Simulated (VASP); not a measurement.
A run of VASP 6.6.1 is set up as follows.

Contents of INCAR:

```
SYSTEM = CaScAuC6N6
  PREC = Accurate
  ENCUT = 520
  EDIFF = 1E-6
  ISMEAR = 0
  SIGMA = 0.1
  LREAL = Auto
  LASPH = .TRUE.
  NELM = 150
  ALGO = Normal
  ISIF = 2
  LWAVE = .FALSE.
  LCHARG = .TRUE.
  ISPIN = 2
  MAGMOM = 0 0 0 0 0 0 0 0 1 0 0 0 0 0 0
  LORBIT = 11
  LMAXMIX = 4
  GGA = PE
  LELF = .TRUE.
  LVHAR = .TRUE.
  NBANDS = 60
```

Contents of KPOINTS:

```
Automatic mesh
0
G
  4 4 4
  0 0 0
```

Contents of POSCAR:

```
CaScAuC6N6
1.0
    0.0000000000      5.1995000000      5.1995000000
    5.1995000000      0.0000000000      5.1995000000
    5.1995000000      5.1995000000      0.0000000000
Ca Sc C Au N
1 1 6 1 6
Direct
    0.7500000000      0.7500000000      0.7500000000
    0.0000000000      0.0000000000      0.0000000000
    0.8055582300      0.1944417700      0.1944417700
    0.1944417700      0.1944417700      0.8055582300
    0.8055582300      0.1944417700      0.8055582300
    0.1944417700      0.8055582300      0.8055582300
    0.8055582300      0.8055582300      0.1944417700
    0.1944417700      0.8055582300      0.1944417700
    0.5000000000      0.5000000000      0.5000000000
    0.6930474100      0.3069525900      0.3069525900
    0.3069525900      0.3069525900      0.6930474100
    0.6930474100      0.3069525900      0.6930474100
    0.3069525900      0.6930474100      0.6930474100
    0.6930474100      0.6930474100      0.3069525900
    0.3069525900      0.6930474100      0.3069525900
```

Potentials or basis: VASP PAW PBE potentials, release 64 (Ca_sv, Sc_sv, C, Au, N).

Run with:

```sh
$ cat potpaw_PBE.64/Ca_sv/POTCAR potpaw_PBE.64/Sc_sv/POTCAR potpaw_PBE.64/C/POTCAR potpaw_PBE.64/Au/POTCAR potpaw_PBE.64/N/POTCAR > POTCAR
$ mpirun -np 1 vasp_std > vasp.out
```

(1) Predict the pressure.

(2) Predict the net moment.

(3) What does it give for the largest force?

Results:

(1) 19.1 GPa.

(2) 0.00 μB per cell.

(3) 2.171 eV/Å.

Caveat: the cell stands under pressure; forces of over 1 eV/Å act on the atoms, so gaps and moduli don't describe the material at rest.
